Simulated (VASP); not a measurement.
NaF: single point with r2SCAN

NaF:

```
CELL_PARAMETERS angstrom
2.28559 2.28559 0.00000
-2.28559 2.28559 0.00000
0.00000 2.28559 2.30165
ATOMIC_POSITIONS crystal
Na 0.00000 0.00000 0.00000
F 0.50000 0.50000 0.00000
```

This cell differs from its parent crystal: in-plane strain -0.005, then relaxed in part.

* Program: VASP 6.6.1
* Task: single point
* Functional: r2SCAN
* Potentials or basis: VASP PAW PBE potentials, release 64 (Na_pv, F)
* Cutoff: 520 eV
* k mesh: 8 × 8 × 8
* Occupations: gaussian, width 0.01 eV
* Spin: no spin polarisation

```json
{
 "Pressure": "-0.4 GPa",
 "Band gap on the k mesh": "7.37 eV"
}
```

Stress tensor (GPa, compression positive):
```
-0.19  0.00  0.00
 0.00 -0.19  0.00
 0.00  0.00 -0.90
```

Levels at points of the mesh, in eV from the valence-band top:
```csv
k point,band 3,band 4,band 5,band 6,band 7,band 8,band 9,band 10,band 11,band 12
"(0.00, 0.00, 0.00)",-19.40,-19.40,0.00,0.00,0.00,7.37,20.00,20.05,20.05,22.76
"(0.50, 0.00, 0.00)",-19.41,-18.87,-1.63,-0.29,-0.28,11.85,13.71,21.73,21.87,24.27
"(0.50, 0.50, 0.00)",-19.46,-19.45,-1.31,-0.43,-0.42,14.01,14.39,15.20,21.51,21.59
"(0.00, 0.00, 0.50)",-19.45,-19.45,-1.32,-0.41,-0.41,14.09,14.30,15.18,21.63,21.63
```

It took 67 s on 1 thread of AMD EPYC 7R43 64-Core Processor (Zen 3), with other jobs on the host, peak memory 0.11 GiB.

Caveat: the cell differs from its parent crystal (in-plane strain -0.005, then relaxed in part); the PAW data sets were made with another functional, which shifts forces and pressure a little.
